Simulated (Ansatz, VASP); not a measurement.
Si2W: VASP beside Ansatz

File INCAR:

```
PREC = Accurate
ENCUT = 520
EDIFF = 1E-6
ISMEAR = 0
SIGMA = 0.15
LREAL = F
LASPH = T
NELM = 100
ALGO = Normal
ISIF = 2
LWAVE = F
LCHARG = F
GGA = PE
NBANDS = 18
```

Contents of KPOINTS:

```
regular mesh
0
Gamma
  18 18 18
```

Contents of POSCAR:

```
Si2W
1.0
   -1.6641748970      1.6641748970      3.7029555634
    1.6641748970     -1.6641748970      3.7029555634
    1.6641748970      1.6641748970     -3.7029555634
Si W
2 1
Direct
    0.3133835313      0.3133835313      0.0000000000
    0.6866164687      0.6866164687      0.0000000000
    0.0000000000      0.0000000000      0.0000000000
```

Input for Ansatz:

```yaml
crystal:
  lattice:
    - [-1.664174897, 1.664174897, 3.7029555634]
    - [1.664174897, -1.664174897, 3.7029555634]
    - [1.664174897, 1.664174897, -3.7029555634]
  atoms:
    - { symbol: Si, position: [0.3133835313, 0.3133835313, 0.0] }
    - { symbol: Si, position: [0.6866164687, 0.6866164687, 0.0] }
    - { symbol: W, position: [0.0, 0.0, 0.0] }
basis:
  ecutwfc: 420
kpoints:
  mp_grid: { grid: [18, 18, 18] }
hamiltonian:
  xc: pbe
  pseudopotentials: { kind: paw, azcp: { folder: soft_1 } }
scf:
  occupations: { method: gaussian, width: 0.15 }
output:
  forces: true
  stress: true
  eigenvalues: true
```

Alike in both runs: task single point; functional PBE; k mesh 18 × 18 × 18; occupations gaussian, width 0.15 eV; no spin polarisation.

|  | VASP | Ansatz |
| --- | --- | --- |
| version | VASP 6.6.1 | Ansatz 0.2.0 |
| potentials or method | VASP PAW PBE potentials, release 64 (Si, W_sv), cutoff 520 eV | scalar-relativistic, plane waves, PAW |
| valence electrons in the cell | 22 | 22 |

Ansatz gave:

* gap on the k mesh at the Fermi level (eV): none
* pressure (GPa): 8.5
* traceless stress, the component that is largest in VASP (GPa): 38.46
* rms of the force components (eV/Å): 1.928

Q: Estimate VASP's values.

A: gap on the k mesh at the Fermi level (eV): none; pressure (GPa): 8.5; traceless stress, the component that is largest in VASP (GPa): 38.44; rms of the force components (eV/Å): 1.926.

Atom by atom the forces differ by 0.001 eV/Å (rms over components). A gap of «none» marks a metal or a gap that the smearing closes.

Spin-orbit coupling is off throughout.
